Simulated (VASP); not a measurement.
Set up this calculation in VASP 6.6.1, as the native input.

```
Task                   : single point
Functional             : LDA
Potentials or basis    : VASP PAW LDA potentials, release 64 (C_h)
Cutoff                 : 910 eV
k mesh                 : 8 × 8 × 8
Occupations            : gaussian, width 0.05 eV
Spin                   : no spin polarisation
Dipole correction      : no
Second run             : hard_potentials
Further INCAR settings : ALGO = Normal; EDIFF = 1e-06; NBANDS = 26
```

The structure of C lies in POSCAR:

```
C
1.0
   -2.4103983070      2.4103983070      2.4103983070
    2.4103983070     -2.4103983070      2.4103983070
    2.4103983070      2.4103983070     -2.4103983070
C
8
Direct
    0.3254710870      0.0000000000      0.0000000000
    0.6745289130      0.6745289130      0.6745289130
    0.0000000000      0.3254710870      0.0000000000
    0.0000000000      0.0000000000      0.3254710870
    0.0000000000      0.6745289130      0.0000000000
    0.3254710870      0.3254710870      0.3254710870
    0.6745289130      0.0000000000      0.0000000000
    0.0000000000      0.0000000000      0.6745289130
```

The input as run:

INCAR

```
PREC     = Accurate       # precision mode
ENCUT    = 910            # plane-wave cutoff, eV
EDIFF    = 1E-6           # SCF threshold, eV
ISMEAR   = 0              # smearing method
SIGMA    = 0.05           # smearing width, eV
LREAL    = F              # projectors in reciprocal space
LASPH    = T              # aspherical terms in the spheres
NELM     = 120            # most SCF steps
ALGO     = Normal         # electronic algorithm
ISIF     = 2              # what is computed and relaxed
LWAVE    = F              # write WAVECAR
LCHARG   = F              # write CHGCAR
NBANDS   = 26             # bands
GGA_COMPAT= F
```

KPOINTS

```
Automatic mesh
0
Gamma
  8 8 8
```

Potentials or basis: VASP PAW LDA potentials, release 64 (C_h).

Run with:

```bash
$ cat potpaw_LDA.64/C_h/POTCAR > POTCAR
$ mpirun -np 1 vasp_std > vasp.out
```

It gave:

```yaml
Pressure: 0.5 GPa
Largest_force: 0.037 eV/Å
Band_gap_on_the_k_mesh: 3.03 eV, indirect (least direct gap 3.82 eV)
```

Caveat: the cutoff is under 1.25 times the usual one of these potentials, so pressure, stress and relaxed cells hold a basis-set (Pulay) error.

Wall time 54 s on 1 thread of AMD EPYC 9R45 96-Core Processor (Zen 5) (shared host), peak memory 0.2 GiB.
